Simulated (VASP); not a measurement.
# ZnC2 (P6/mmm) in VASP: a series of runs

Runs on ZnC2. Level: PBE. Tasks: relaxation of cell and atoms.

Program: VASP 6.6.1. These are calculated values, not measurements. Logs are shortened: lines on timing, memory, paths and dates and some standing lists are left out, and cuts for length are marked.

**1. The cell of the first run**

It takes space group P6/mmm (No. 191, hexagonal). The conventional cell has a = 2.492 Å, b = 2.492 Å, c = 7.858 Å, α = 90.00°, β = 90.00°, γ = 120.00°. Within 3.3 Å of Zn (site symmetry 6/mmm) lie 6 Zn at 2.49 Å. C (site symmetry -6m2) has 3 C at 1.44 Å within 1.9 Å.

**2. Relaxation of cell and atoms, PBE**

INCAR reads:

```
SYSTEM = ZnC2
PREC = Accurate
ENCUT = 600
EDIFF = 1E-6
ISMEAR = 0
SIGMA = 0.1
LREAL = .FALSE.
LASPH = .TRUE.
NELM = 60
ALGO = Normal
ISIF = 3
LWAVE = .FALSE.
LCHARG = .FALSE.
GGA = PE
IBRION = 2
NSW = 100
EDIFFG = -0.01
```

KPOINTS reads:

```
regular mesh
0
G
  24 24 6
  0 0 0
```

POSCAR reads:

```
ZnC2
1.0
    2.4922624481      0.0000000000      0.0000000000
   -1.2461312240      2.1583625929      0.0000000000
    0.0000000000      0.0000000000      7.8580064038
Zn C
1 2
Direct
    0.0000000000      0.0000000000      0.0000000000
    0.3333333333      0.6666666667      0.5000000000
    0.6666666667      0.3333333333      0.5000000000
```

Potentials or basis: VASP PAW PBE potentials, release 64 (Zn, C).

Run with:

```sh
$ cat potpaw_PBE.64/Zn/POTCAR potpaw_PBE.64/C/POTCAR > POTCAR
$ mpirun -np 1 vasp_std > vasp.out
```

OUTCAR:

```text
SYSTEM = ZnC2
   PREC = Accurate
   ENCUT = 600
   EDIFF = 1E-6
   ISMEAR = 0
   LREAL = .FALSE.
   LASPH = .TRUE.
   NELM = 60
   ISIF = 3
   GGA = PE
   IBRION = 2
   NSW = 100
   EDIFFG = -0.01

 ion  position               nearest neighbor table
   1  0.000  0.000  0.000-
   2  0.333  0.667  0.500-   3 1.44   3 1.44   3 1.44
   3  0.667  0.333  0.500-   2 1.44   2 1.44   2 1.44

  LATTYP: Found a hexagonal cell.
 ALAT       =     2.4922624481
 C/A-ratio  =     3.1529610414

  Lattice vectors:

 A1 = (   2.4922624481,   0.0000000000,   0.0000000000)
 A2 = (  -1.2461312240,   2.1583625929,   0.0000000000)
 A3 = (   0.0000000000,   0.0000000000,   7.8580064038)

Analysis of symmetry for initial positions (statically):
=====================================================================
 Subroutine PRICEL returns:
 Original cell was already a primitive cell.

 Routine SETGRP: Setting up the symmetry group for a
 hexagonal supercell.

 Subroutine GETGRP returns: Found 24 space group operations
 (whereof 24 operations were pure point group operations)
 out of a pool of 24 trial point group operations.

The static configuration has the point symmetry D_6h.

Analysis of symmetry for dynamics (positions and initial velocities):
=====================================================================
 Subroutine PRICEL returns:
 Original cell was already a primitive cell.

 Routine SETGRP: Setting up the symmetry group for a
 hexagonal supercell.

 Subroutine GETGRP returns: Found 24 space group operations
 (whereof 24 operations were pure point group operations)
 out of a pool of 24 trial point group operations.

The dynamic configuration has the point symmetry D_6h.

 Subroutine INISYM returns: Found 24 space group operations
 (whereof 24 operations are pure point group operations),
 and found     1 'primitive' translations

----------------------------------------------------------------------------------------

                                     Primitive cell

  volume of cell :      42.2698

  direct lattice vectors                    reciprocal lattice vectors
     2.492262448  0.000000000  0.000000000     0.401241852  0.231657091  0.000000000
    -1.246131224  2.158362593  0.000000000     0.000000000  0.463314182  0.000000000
     0.000000000  0.000000000  7.858006404     0.000000000  0.000000000  0.127258741

  length of vectors
     2.492262448  2.492262448  7.858006404     0.463314182  0.463314182  0.127258741

  position of ions in fractional coordinates (direct lattice)
     0.000000000  0.000000000  0.000000000
     0.333333333  0.666666667  0.500000000
     0.666666667  0.333333333  0.500000000

  ion indices of the primitive-cell ions
   primitive index   ion index
                 1           1
                 2           2
                 3           3

----------------------------------------------------------------------------------------

 KPOINTS: regular mesh

Automatic generation of k-mesh.
 Grid dimensions read from file:
 generate k-points for:   24   24    6

 Generating k-lattice:

  Cartesian coordinates                     Fractional coordinates (reciprocal lattice)
     0.016718410  0.009652379  0.000000000     0.041666667  0.000000000  0.000000000
     0.000000000  0.019304758  0.000000000     0.000000000  0.041666667  0.000000000
     0.000000000  0.000000000  0.021209790     0.000000000  0.000000000  0.166666667

  Length of vectors
     0.019304758  0.019304758  0.021209790

  Shift w.r.t. Gamma in fractional coordinates (k-lattice)
     0.000000000  0.000000000  0.000000000

 Subroutine IBZKPT returns following result:
 ===========================================

 Found    244 irreducible k-points:

 Following reciprocal coordinates:
            Coordinates               Weight
  0.000000  0.000000  0.000000      1.000000
  0.041667 -0.000000  0.000000      6.000000
  0.083333 -0.000000  0.000000      6.000000
  0.125000  0.000000  0.000000      6.000000
  0.166667 -0.000000  0.000000      6.000000
  0.208333  0.000000  0.000000      6.000000
[... 16 lines left out ...]
  0.416667  0.041667  0.000000     12.000000
  0.458333  0.041667  0.000000     12.000000
 [... further k-points ...]
   k-points           NKPTS =    244   k-points in BZ     NKDIM =    244   number of bands    NBANDS=     14
   number of dos      NEDOS =    301   number of ions     NIONS =      3
   total plane-waves  NPLWV =  25600
   dimension x,y,z NGX =    20 NGY =   20 NGZ =   64
   dimension x,y,z NGXF=    40 NGYF=   40 NGZF=  128
   ions per type =               1   2
   NGX,Y,Z   is equivalent  to a cutoff of  13.34, 13.34, 13.54 a.u.
   NGXF,Y,Z  is equivalent  to a cutoff of  26.68, 26.68, 27.08 a.u.
 SYSTEM =  ZnC2
   PREC   = accura    normal or accurate (medium, high low for compatibility)
   ISTART =      0    job   : 0-new  1-cont  2-samecut
   ICHARG =      2    charge: 1-file 2-atom 10-const
   ISPIN  =      1    spin polarized calculation?
   LNONCOLLINEAR =      F non collinear calculations
   LSORBIT =      F    spin-orbit coupling
   LASPH  =      T    aspherical Exc in radial PAW
   ENCUT  =  600.0 eV  44.10 Ry    6.64 a.u.   4.98  4.98 15.69*2*pi/ulx,y,z
   NELM   =     60;   NELMIN=  2; NELMDL= -5     # of ELM steps
   EDIFF  = 0.1E-05   stopping-criterion for ELM
   LREAL  =      F    real-space projection
   EDIFFG = -.1E-01   stopping-criterion for IOM
   NSW    =    100    number of steps for IOM
   IBRION =      2    ionic relax: 0-MD 1-quasi-New 2-CG
   NFREE  =      1    steps in history (QN), initial steepest desc. (CG)
   ISIF   =      3    stress and relaxation
   ISYM   =      2    0-nonsym 1-usesym 2-fastsym
   POTIM  = 0.5000    time-step for ionic-motion
   TEBEG  =    0.0;   TEEND  =   0.0 temperature during run
   PSTRESS=    0.0 pullay stress
   NELECT =      20.0000    total number of electrons
   NUPDOWN=      -1.0000    fix difference up-down
   EMIN   =  10.00;   EMAX   =-10.00  energy-range for DOS
   EFERMI =   0.00;   METHOD = LEGACY
   ISMEAR =     0;   SIGMA  =   0.10  broadening in eV -4-tet -1-fermi 0-gaus
   EFERMI_NEDOS =   21; number of points for ismear=-14 and -15
   IALGO  =     38    algorithm
   IMIX   =      4    mixing-type and parameters
     AMIX     =   0.40;   BMIX     =  1.00
     AMIX_MAG =   1.60;   BMIX_MAG =  1.00
  volume/ion in A,a.u.               =      14.09        95.08
  Fermi-wavevector in a.u.,A,eV,Ry     =   1.275679  2.410683 22.141525  1.627356
  Thomas-Fermi vector in A             =   2.408377
   LORBIT       =      0    0 simple, 1 ext, 2 COOP (PROOUT), +10 PAW based schemes
   GGA     = PE    functional components
   LHFCALC =     F    Hartree Fock is set to
   AEXX    =    0.0000 exact exchange contribution
   IVDW    =     0    specifies the selected vdW correction
   LEPSILON=     F    determine dielectric tensor
   LRPA    =     F    only Hartree local field effects (RPA)
 conjugate gradient relaxation of ions
 non-spin polarized calculation
 Gauss-broadening in eV      SIGMA  =   0.10
  energy-cutoff  :      600.00
  volume of cell :       42.27
 maximum number of plane-waves:      1443
 NGX is ok and might be reduce to    20
   NGX =  9   NGY =  9   NGZ = 31

--------------------------------------- Ionic step        1  -------------------------------------------

 number of electron      19.9999992 magnetization

 Free energy of the ion-electron system (eV)
  ---------------------------------------------------
  ext. energy  EPLUGINS =         0.00000000
  ---------------------------------------------------
  free energy    TOTEN  =       -19.23179481 eV

  energy without entropy =      -19.23041055  energy(sigma->0) =      -19.23110268

------------------------ aborting loop because EDIFF is reached ----------------------------------------

  FORCE on cell =-STRESS in cart. coord.  units (eV):
  Direction    XX          YY          ZZ          XY          YZ          ZX
  --------------------------------------------------------------------------------------
  -------------------------------------------------------------------------------------
  Total       -0.5747181     -0.5747181      0.1851389     -0.0000000      0.0000000     -0.0000000
  in kB      -21.7838630    -21.7838630      7.0174231     -0.0000000      0.0000000     -0.0000000
  external PRESSURE =     -12.1834343 kB  Pullay stress =       0.0000000 kB
[... 244 lines left out ...]
  energy  without entropy=      -19.2390425470  energy(sigma->0) =      -19.23992676

--------------------------------------- Ionic step        8  -------------------------------------------

 number of electron      19.9999978 magnetization

 Free energy of the ion-electron system (eV)
  ---------------------------------------------------
  ext. energy  EPLUGINS =         0.00000000
  ---------------------------------------------------
  free energy    TOTEN  =       -19.24297868 eV

  energy without entropy =      -19.24107489  energy(sigma->0) =      -19.24202678

 E-fermi :   1.4011     XC(G=0):  -8.6033

 val. band max:        1.3819244384   @ k =   0.1667  -0.0000   0.3333
 cond. band min:       1.4819943071   @ k =   0.1667  -0.0000   0.1667
 fundamental gap:      0.1000698688
 Fermi energy:         1.4010764237

 k-point     1 :       0.0000    0.0000    0.0000
  band No.  band energies     occupation
      1     -18.0153      2.00000
      2      -7.6736      2.00000
      3      -6.1673      2.00000
      4      -5.9309      2.00000
      5      -5.9309      2.00000
      6      -5.3282      2.00000
      7      -5.2808      2.00000
      8      -5.2808      2.00000
      9      -1.7145      2.00000
     10      -1.7145      2.00000
     11       0.4209      2.00000
     12       4.9668      0.00000
     13       9.5062      0.00000
     14       9.5062      0.00000
[... 375 lines left out ...]
 k-point    24 :       0.4583    0.0417    0.0000
  band No.  band energies     occupation
      1     -12.9988      2.00000
      2     -11.5724      2.00000
      3      -6.8735      2.00000
      4      -6.2449      2.00000
      5      -5.4642      2.00000
      6      -5.4267      2.00000
      7      -5.1511      2.00000
      8      -4.8970      2.00000
      9      -1.0218      2.00000
     10       0.7584      2.00000
     11       3.0435      0.00000
     12       3.8170      0.00000
     13       7.9412      0.00000
     14       8.6849      0.00000

 [... further k-points ...]

------------------------ aborting loop because EDIFF is reached ----------------------------------------

  FORCE on cell =-STRESS in cart. coord.  units (eV):
  Direction    XX          YY          ZZ          XY          YZ          ZX
  --------------------------------------------------------------------------------------
  -------------------------------------------------------------------------------------
  Total        0.0263014      0.0263014      0.0087907      0.0000000      0.0000000      0.0000000
  in kB        0.8908508      0.8908508      0.2977492      0.0000000      0.0000000      0.0000000
  external PRESSURE =       0.6931503 kB  Pullay stress =       0.0000000 kB
[... 18 lines left out ...]
  FREE ENERGIE OF THE ION-ELECTRON SYSTEM (eV)
  ---------------------------------------------------
  free  energy   TOTEN  =       -19.2429786773 eV

  energy  without entropy=      -19.2410748922  energy(sigma->0) =      -19.24202678

 reached required accuracy - stopping structural energy minimisation
```

It took 5.3 min on 1 thread of Intel Xeon 6975P-C (Granite Rapids), shared host; peak memory 0.31 GiB.

Results:

| Property | Result |
| --- | --- |
| Free energy | -19.2430 eV |
| Relaxed volume | 15.77 Å³/atom |
| Relaxed cell | a = 2.484 Å, b = 2.484 Å, c = 8.856 Å, α = 90.00°, β = 90.00°, γ = 120.00° |
| Space group after relaxing (to 0.1 Å) | P6/mmm (No. 191) |
| Energy gained by relaxing | 3.7 meV/atom |
| Ionic steps | 8 |
| Pressure after relaxing | 0.1 GPa |
| Band gap on the k mesh | zero (bands 10 and 11 overlap by 2.14 eV) |

Step by step:
```
step  energy change (eV)  largest force (eV/Å)  pressure (GPa)  volume (Å³)
   1              0.0000                0.0000           -1.22        42.27
   2              0.0031                0.0000            2.77        41.62
   3             -0.0022                0.0000            0.31        42.01
   4             -0.0027                0.0000            0.31        42.13
   5             -0.0040                0.0000            0.31        42.47
   6             -0.0062                0.0000            0.22        43.16
   7             -0.0090                0.0000            0.17        44.54
   8             -0.0112                0.0000            0.07        47.30
```

Final structure:
```
Zn C
1.0
     2.48350    0.00000    0.00000
    -1.24175    2.15078    0.00000
     0.00000    0.00000    8.85572
Zn C
1 2
Direct
  0.00000 0.00000 0.00000
  0.33333 0.66667 0.50000
  0.66667 0.33333 0.50000
```

**3. Relaxation of cell and atoms, PBE**

This run uses another cell than the first one, of 16.17 Å³/atom.

INCAR reads:

```
SYSTEM = ZnC2
PREC = Accurate
ENCUT = 600
EDIFF = 1E-7
ISMEAR = 0
SIGMA = 0.1
LREAL = .False.
LASPH = .True.
NELM = 80
ALGO = Normal
ISIF = 3
LWAVE = .False.
LCHARG = .False.
GGA = PE
IBRION = 2
NSW = 100
EDIFFG = -0.01
```

KPOINTS reads:

```
regular mesh
0
Gamma
  24 24 6
  0 0 0
```

POSCAR reads:

```
ZnC2
1.0
    2.4824408885      0.0000000000      0.0000000000
   -1.2412204442      2.1498568729      0.0000000000
    0.0000000000      0.0000000000      9.0869506088
Zn C
1 2
Direct
    0.0000000000      0.0000000000      0.0000000000
    0.3333333333      0.6666666667      0.5000000000
    0.6666666667      0.3333333333      0.5000000000
```

Potentials or basis: VASP PAW PBE potentials, release 64 (Zn, C).

Run with:

```sh
$ cat potpaw_PBE.64/Zn/POTCAR potpaw_PBE.64/C/POTCAR > POTCAR
$ mpirun -np 1 vasp_std > vasp.out
```

Wall time 2.6 min (1 thread of Intel Xeon 6975P-C (Granite Rapids), shared host); peak memory 0.34 GiB.

It converged, with:

- Free energy: -19.2469 eV
- Relaxed volume: 16.18 Å³/atom
- Relaxed cell: a = 2.484 Å, b = 2.484 Å, c = 9.085 Å, α = 90.00°, β = 90.00°, γ = 120.00°
- Space group after relaxing (to 0.1 Å): P6/mmm (No. 191)
- Energy gained by relaxing: 0.0 meV/atom
- Ionic steps: 3
- Pressure after relaxing: 0.0 GPa
- Band gap on the k mesh: zero (bands 10 and 11 overlap by 2.13 eV)

Stress tensor (GPa, compression positive):
```
-0.01  0.00  0.00
 0.00 -0.01  0.00
 0.00  0.00 -0.08
```

Final structure:
```cif
data_structure
_symmetry_space_group_name_H-M 'P 1'
_symmetry_Int_Tables_number 1
_cell_length_a 2.4836
_cell_length_b 2.4836
_cell_length_c 9.0855
_cell_angle_alpha 90.000
_cell_angle_beta 90.000
_cell_angle_gamma 120.000
_cell_volume 48.53
loop_
_atom_site_label
_atom_site_type_symbol
_atom_site_fract_x
_atom_site_fract_y
_atom_site_fract_z
_atom_site_occupancy
Zn1 Zn 0.00000 0.00000 0.00000 1
C1 C 0.33333 0.66667 0.50000 1
C2 C 0.66667 0.33333 0.50000 1
```

Levels at points of the mesh, in eV from the Fermi level:
| k point | band 8 | band 9 | band 10 | band 11 | band 12 | band 13 |
| --- | --- | --- | --- | --- | --- | --- |
| (0.00, 0.00, 0.00) | -6.68 | -3.10 | -3.10 | -1.00 | 3.47 | 7.75 |
| (0.50, 0.00, 0.00) | -6.26 | -2.38 | -0.55 | 1.59 | 2.20 | 6.65 |
| (0.00, 0.00, 0.50) | -6.68 | -3.10 | -3.10 | -1.16 | 4.92 | 5.36 |
| (0.50, 0.00, 0.50) | -6.26 | -2.38 | -0.54 | 1.55 | 2.26 | 6.52 |

The gap in the log of VASP goes by the Fermi energy; the results here count the filled bands.